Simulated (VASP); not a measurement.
# HfAl2N3: single point with PBE

The system is HfAl2N3.

```
CELL_PARAMETERS angstrom
3.25007 0.00000 0.00000
-1.62504 2.81465 0.00000
0.00000 0.00000 15.98721
ATOMIC_POSITIONS crystal
Hf 0.66667 0.33333 0.50072
Hf 0.33333 0.66667 0.00072
Al 0.66667 0.33333 0.17302
Al 0.66667 0.33333 0.82558
Al 0.33333 0.66667 0.32558
Al 0.33333 0.66667 0.67302
N 0.66667 0.33333 0.29413
N 0.66667 0.33333 0.64040
N 0.66667 0.33333 0.94615
N 0.33333 0.66667 0.14040
N 0.33333 0.66667 0.44615
N 0.33333 0.66667 0.79413
```

- Program: VASP 6.6.1
- Task: single point
- Functional: PBE
- Potentials or basis: VASP PAW PBE potentials, release 64 (Hf_pv, Al, N)
- Cutoff: 520 eV
- k mesh: 12 × 12 × 4
- Occupations: gaussian, width 0.1 eV
- Spin: no spin polarisation

The pressure is -0.5 GPa, the largest force is 0.052 eV/Å and the band gap on the k mesh is zero (bands 31 and 32 overlap by 1.31 eV).

Forces in eV/Å, atoms in the order of the input:
```
Hf   0.000  0.000 -0.027
Hf   0.000  0.000 -0.027
Al   0.000  0.000  0.005
Al   0.000  0.000  0.020
Al   0.000  0.000  0.020
Al   0.000  0.000  0.005
N    0.000  0.000 -0.004
N    0.000  0.000 -0.046
N    0.000  0.000  0.052
N    0.000  0.000 -0.046
N    0.000  0.000  0.052
N    0.000  0.000 -0.004
```

Stress tensor (GPa, compression positive):
```
-0.49  0.00  0.00
 0.00 -0.49  0.00
 0.00  0.00 -0.59
```

Levels at points of the mesh, in eV from the Fermi level:
| k point | band 27 | band 28 | band 29 | band 30 | band 31 | band 32 | band 33 | band 34 | band 35 | band 36 |
| --- | --- | --- | --- | --- | --- | --- | --- | --- | --- | --- |
| (0.00, 0.00, 0.00) | -3.57 | -3.57 | -3.56 | -3.56 | -0.38 | 0.50 | 1.47 | 2.22 | 2.22 | 2.24 |
| (0.50, 0.00, 0.00) | -4.17 | -4.05 | -3.80 | -3.78 | -0.13 | 0.06 | 0.57 | 0.74 | 2.42 | 2.55 |
| (0.00, 0.00, 0.50) | -3.57 | -3.57 | -3.57 | -3.57 | 0.00 | 0.00 | 1.97 | 1.97 | 2.23 | 2.23 |
| (0.50, 0.00, 0.50) | -3.90 | -3.90 | -3.88 | -3.88 | -0.04 | -0.04 | 0.65 | 0.65 | 2.50 | 2.50 |

It took 5.2 min on 1 thread of AMD EPYC 7R13 Processor (Zen 3), with other jobs on the host, peak memory 0.41 GiB.

Caveat: spin-orbit coupling is left out, which moves the levels of the heavy elements.
